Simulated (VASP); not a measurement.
# CO2 (C2) in VASP: single point with PBE

Aim: the single point of CO2 with PBE.

Program: VASP 6.6.1. These are calculated values, not measurements. Logs are shortened: lines on timing, memory, paths and dates and some standing lists are left out, and cuts for length are marked.

### Step 1. The cell of the first run

Symmetry: C2, No. 5, monoclinic system. Conventional cell: a = 4.904 Å, b = 5.508 Å, c = 6.232 Å, α = 90.00°, β = 93.26°, γ = 90.00°. C (site symmetry 2) has 2 O at 1.22 Å within 1.6 Å. C (site symmetry 2) has 2 O at 1.13 Å within 1.5 Å. Within 1.6 Å of O (site symmetry 1) lie 1 C at 1.22 Å. O (site symmetry 1) has 1 C at 1.13 Å within 1.5 Å.

### Step 2. Single point, PBE (strained and its atoms moved)

The input, INCAR:

```
SYSTEM = CO2
PREC = Accurate
ENCUT = 520
EDIFF = 1E-6
ISMEAR = 0
SIGMA = 0.02
LREAL = .False.
LASPH = .True.
NELM = 80
ALGO = Normal
ISIF = 2
LWAVE = .False.
LCHARG = .False.
GGA = PE
NBANDS = 25
```

The input, KPOINTS:

```
Automatic mesh
0
Gamma
  6 6 4
  0 0 0
```

The input, POSCAR:

```
CO2
1.0
    2.7538946167     -2.4509778731      0.0668465874
    2.7538946167      2.4509778731     -0.0668465874
    0.0000000000     -0.1844408975      6.2294913124
C O
2 4
Direct
    0.0016388974      0.0016388974      0.0000000000
    0.4910522498      0.4910522498      0.5000000000
    0.8056983962      0.1943826489      0.8868885614
    0.1943826489      0.8056983962      0.1131114386
    0.6968667879      0.3103610197      0.3933919350
    0.3103610197      0.6968667879      0.6066080650
```

Potentials or basis: VASP PAW PBE potentials, release 64 (C, O).

The run is started by

```console
$ cat potpaw_PBE.64/C/POTCAR potpaw_PBE.64/O/POTCAR > POTCAR
$ mpirun -np 1 vasp_std > vasp.out
```

OUTCAR:

```text
SYSTEM = CO2
   PREC = Accurate
   ENCUT = 520
   EDIFF = 1E-6
   ISMEAR = 0
   LREAL = .False.
   LASPH = .True.
   NELM = 80
   ISIF = 2
   GGA = PE

 ion  position               nearest neighbor table
   1  0.002  0.002  0.000-   3 1.22   4 1.22
   2  0.491  0.491  0.500-   5 1.13   6 1.13
   3  0.806  0.194  0.887-   1 1.22
   4  0.194  0.806  0.113-   1 1.22
   5  0.697  0.310  0.393-   2 1.13
   6  0.310  0.697  0.607-   2 1.13

  LATTYP: Found a base centered monoclinic cell.
 ALAT       =     4.9037785434
 B/A-ratio  =     1.1231725056
 C/A-ratio  =     1.2709018350
 COS(beta)  =    -0.0568350844

  Lattice vectors:

 A1 = (   2.7538946167,   2.4509778731,  -0.0668465874)
 A2 = (  -2.7538946167,   2.4509778731,  -0.0668465874)
 A3 = (   0.0000000000,  -0.1844408975,   6.2294913124)

Analysis of symmetry for initial positions (statically):
=====================================================================
 Subroutine PRICEL returns:
 Original cell was already a primitive cell.

 Routine SETGRP: Setting up the symmetry group for a
 base centered monoclinic supercell.

 Subroutine GETGRP returns: Found  2 space group operations
 (whereof  2 operations were pure point group operations)
 out of a pool of  4 trial point group operations.

The static configuration has the point symmetry C_2 .

Analysis of symmetry for dynamics (positions and initial velocities):
=====================================================================
 Subroutine PRICEL returns:
 Original cell was already a primitive cell.

 Routine SETGRP: Setting up the symmetry group for a
 base centered monoclinic supercell.

 Subroutine GETGRP returns: Found  2 space group operations
 (whereof  2 operations were pure point group operations)
 out of a pool of  4 trial point group operations.

The dynamic configuration has the point symmetry C_2 .

 Subroutine INISYM returns: Found  2 space group operations
 (whereof  2 operations are pure point group operations),
 and found     1 'primitive' translations

----------------------------------------------------------------------------------------

                                     Primitive cell

  volume of cell :      84.0269

  direct lattice vectors                    reciprocal lattice vectors
     2.753894617 -2.450977873  0.066846587     0.181561051 -0.204165074 -0.006044858
     2.753894617  2.450977873 -0.066846587     0.181561051  0.204165074  0.006044858
     0.000000000 -0.184440898  6.229491312     0.000000000  0.004381654  0.160656482

  length of vectors
     3.687234270  3.687234270  6.232221149     0.273284344  0.273284344  0.160716222

  position of ions in fractional coordinates (direct lattice)
     0.001638897  0.001638897  0.000000000
     0.491052250  0.491052250  0.500000000
     0.805698396  0.194382649  0.886888561
     0.194382649  0.805698396  0.113111439
     0.696866788  0.310361020  0.393391935
     0.310361020  0.696866788  0.606608065

  ion indices of the primitive-cell ions
   primitive index   ion index
                 1           1
                 2           2
                 3           3
                 4           4
                 5           5
                 6           6

----------------------------------------------------------------------------------------

 KPOINTS: Automatic mesh

Automatic generation of k-mesh.
 Grid dimensions read from file:
 generate k-points for:    6    6    4

 Generating k-lattice:

  Cartesian coordinates                     Fractional coordinates (reciprocal lattice)
     0.030260175 -0.034027512 -0.001007476     0.166666667 -0.000000000  0.000000000
     0.030260175  0.034027512  0.001007476    -0.000000000  0.166666667  0.000000000
     0.000000000  0.001095414  0.040164120     0.000000000  0.000000000  0.250000000

  Length of vectors
     0.045547391  0.045547391  0.040179055

  Shift w.r.t. Gamma in fractional coordinates (k-lattice)
     0.000000000  0.000000000  0.000000000

 Subroutine IBZKPT returns following result:
 ===========================================

 Found     47 irreducible k-points:

 Following reciprocal coordinates:
            Coordinates               Weight
  0.000000  0.000000  0.000000      1.000000
  0.166667 -0.000000  0.000000      4.000000
  0.333333  0.000000  0.000000      4.000000
  0.500000 -0.000000  0.000000      2.000000
  0.166667  0.166667  0.000000      2.000000
  0.333333  0.166667  0.000000      4.000000
[... 16 lines left out ...]
 -0.333333  0.166667  0.250000      4.000000
 -0.166667  0.166667  0.250000      2.000000
 [... further k-points ...]
   k-points           NKPTS =     47   k-points in BZ     NKDIM =     47   number of bands    NBANDS=     25
   number of dos      NEDOS =    301   number of ions     NIONS =      6
   total plane-waves  NPLWV =  37632
   dimension x,y,z NGX =    28 NGY =   28 NGZ =   48
   dimension x,y,z NGXF=    56 NGYF=   56 NGZF=   96
   ions per type =               2   4
   NGX,Y,Z   is equivalent  to a cutoff of  12.62, 12.62, 12.80 a.u.
   NGXF,Y,Z  is equivalent  to a cutoff of  25.25, 25.25, 25.61 a.u.
 SYSTEM =  CO2
   PREC   = accura    normal or accurate (medium, high low for compatibility)
   ISTART =      0    job   : 0-new  1-cont  2-samecut
   ICHARG =      2    charge: 1-file 2-atom 10-const
   ISPIN  =      1    spin polarized calculation?
   LNONCOLLINEAR =      F non collinear calculations
   LSORBIT =      F    spin-orbit coupling
   LASPH  =      T    aspherical Exc in radial PAW
   ENCUT  =  520.0 eV  38.22 Ry    6.18 a.u.   6.86  6.86 11.59*2*pi/ulx,y,z
   NELM   =     80;   NELMIN=  2; NELMDL= -5     # of ELM steps
   EDIFF  = 0.1E-05   stopping-criterion for ELM
   LREAL  =      F    real-space projection
   EDIFFG = 0.1E-04   stopping-criterion for IOM
   NSW    =      0    number of steps for IOM
   IBRION =     -1    ionic relax: 0-MD 1-quasi-New 2-CG
   NFREE  =      0    steps in history (QN), initial steepest desc. (CG)
   ISIF   =      2    stress and relaxation
   ISYM   =      2    0-nonsym 1-usesym 2-fastsym
   POTIM  = 0.5000    time-step for ionic-motion
   TEBEG  =    0.0;   TEEND  =   0.0 temperature during run
   PSTRESS=    0.0 pullay stress
   NELECT =      32.0000    total number of electrons
   NUPDOWN=      -1.0000    fix difference up-down
   EMIN   =  10.00;   EMAX   =-10.00  energy-range for DOS
   EFERMI =   0.00;   METHOD = LEGACY
   ISMEAR =     0;   SIGMA  =   0.02  broadening in eV -4-tet -1-fermi 0-gaus
   EFERMI_NEDOS =   21; number of points for ismear=-14 and -15
   IALGO  =     38    algorithm
   IMIX   =      4    mixing-type and parameters
     AMIX     =   0.40;   BMIX     =  1.00
     AMIX_MAG =   1.60;   BMIX_MAG =  1.00
  volume/ion in A,a.u.               =      14.00        94.51
  Fermi-wavevector in a.u.,A,eV,Ry     =   1.186639  2.242423 19.158533  1.408112
  Thomas-Fermi vector in A             =   2.322808
   LORBIT       =      0    0 simple, 1 ext, 2 COOP (PROOUT), +10 PAW based schemes
   GGA     = PE    functional components
   LHFCALC =     F    Hartree Fock is set to
   AEXX    =    0.0000 exact exchange contribution
   IVDW    =     0    specifies the selected vdW correction
   LEPSILON=     F    determine dielectric tensor
   LRPA    =     F    only Hartree local field effects (RPA)
 non-spin polarized calculation
 Gauss-broadening in eV      SIGMA  =   0.02
  energy-cutoff  :      520.00
  volume of cell :       84.03
 maximum number of plane-waves:      2288
   NGX = 13   NGY = 13   NGZ = 23

 number of electron      32.0000004 magnetization

 Free energy of the ion-electron system (eV)
  ---------------------------------------------------
  ext. energy  EPLUGINS =         0.00000000
  ---------------------------------------------------
  free energy    TOTEN  =       -45.50931960 eV

  energy without entropy =      -45.50931960  energy(sigma->0) =      -45.50931960

 E-fermi :  -3.0109     XC(G=0):  -8.1165

 val. band max:       -3.1220300174   @ k =   0.5000   0.5000   0.0000
 cond. band min:       3.1926891634   @ k =   0.0000   0.0000   0.0000
 fundamental gap:      6.3147191808
 Fermi energy:        -3.0108745884

 k-point     1 :       0.0000    0.0000    0.0000
  band No.  band energies     occupation
      1     -24.4200      2.00000
      2     -23.2934      2.00000
      3     -23.2605      2.00000
      4     -22.1362      2.00000
      5      -8.6198      2.00000
      6      -8.2539      2.00000
[... 17 lines left out ...]
     24      12.0127      0.00000
     25      12.4724      0.00000

 k-point     2 :       0.1667   -0.0000    0.0000
  band No.  band energies     occupation
      1     -24.3991      2.00000
      2     -23.3110      2.00000
      3     -23.2299      2.00000
      4     -22.1495      2.00000
      5      -8.7179      2.00000
      6      -8.3859      2.00000
[... 17 lines left out ...]
     24      11.6723      0.00000
     25      11.8561      0.00000

 k-point     3 :       0.3333    0.0000    0.0000
  band No.  band energies     occupation
      1     -24.3556      2.00000
      2     -23.3370      2.00000
      3     -23.1779      2.00000
      4     -22.1783      2.00000
      5      -8.8467      2.00000
      6      -8.4428      2.00000
[... 552 lines left out ...]
 k-point    23 :      -0.3333    0.1667    0.2500
  band No.  band energies     occupation
      1     -24.3345      2.00000
      2     -23.3463      2.00000
      3     -23.1561      2.00000
      4     -22.1912      2.00000
      5      -8.8186      2.00000
      6      -8.3424      2.00000
[... 17 lines left out ...]
     24      10.6454      0.00000
     25      11.0652      0.00000

 k-point    24 :      -0.1667    0.1667    0.2500
  band No.  band energies     occupation
      1     -24.3733      2.00000
      2     -23.3461      2.00000
      3     -23.1843      2.00000
      4     -22.1668      2.00000
      5      -8.7006      2.00000
      6      -8.4204      2.00000
[... 17 lines left out ...]
     24      11.1171      0.00000
     25      11.8627      0.00000

 [... further k-points ...]

------------------------ aborting loop because EDIFF is reached ----------------------------------------

  FORCE on cell =-STRESS in cart. coord.  units (eV):
  Direction    XX          YY          ZZ          XY          YZ          ZX
  --------------------------------------------------------------------------------------
  -------------------------------------------------------------------------------------
  Total        0.7430348      3.6658997      1.9178101      0.0000000     10.7432065      0.0000000
  in kB       14.1677629     69.8992818     36.5677070      0.0000000    204.8453241      0.0000000
  external PRESSURE =      40.2115839 kB  Pullay stress =       0.0000000 kB

 VOLUME and BASIS-vectors are now :
 -----------------------------------------------------------------------------
  energy-cutoff  :      520.00
  volume of cell :       84.03
      direct lattice vectors                 reciprocal lattice vectors
     2.753894617 -2.450977873  0.066846587     0.181561051 -0.204165074 -0.006044858
     2.753894617  2.450977873 -0.066846587     0.181561051  0.204165074  0.006044858
     0.000000000 -0.184440898  6.229491312     0.000000000  0.004381654  0.160656482

 POSITION                                       TOTAL-FORCE (eV/Angst)
 -----------------------------------------------------------------------------------
      0.00903      0.00000      0.00000        -0.155916     -0.000000     -0.000000
      2.70461     -0.09222      3.11475         0.377324     -0.000000     -0.000000
      2.75412     -1.66190      5.56573         0.075811     -3.048428      2.351551
      2.75412      1.47746      0.66376         0.075811      3.048428     -2.351551
      2.77380     -1.01987      2.47647        -0.186514     -4.621083     -3.164577
      2.77380      0.83543      3.75302        -0.186514      4.621083      3.164577
 -----------------------------------------------------------------------------------
    total drift:                                0.000314     -0.000000      0.000000

  FREE ENERGIE OF THE ION-ELECTRON SYSTEM (eV)
  ---------------------------------------------------
  free  energy   TOTEN  =       -45.5093196049 eV

  energy  without entropy=      -45.5093196049  energy(sigma->0) =      -45.50931960
```

Run time: 66 s. Hardware: 1 thread of Intel Xeon Platinum 8259CL at 2.50GHz (Skylake/Cascade Lake), shared host; peak memory 0.22 GiB.

What came out:

```
Free energy            : -45.5093 eV
Pressure               : 4.0 GPa
Largest force          : 5.604 eV/Å
Band gap on the k mesh : 6.31 eV (least direct gap 6.70 eV)
```

Forces on the atoms (eV/Å):
```
C   -0.156  0.000  0.000
C    0.377  0.000  0.000
O    0.076 -3.048  2.352
O    0.076  3.048 -2.352
O   -0.187 -4.621 -3.165
O   -0.187  4.621  3.165
```

Caveat: the cell differs from its parent crystal (strained and its atoms moved); the stress differs along the axes, from 1 to 7 GPa; this functional lacks dispersion, which holds the molecules together, so the pressure and a relaxed volume are unreliable; forces of over 1 eV/Å act on the atoms, so gaps and moduli don't describe the material at rest. A k mesh can miss the band edges.
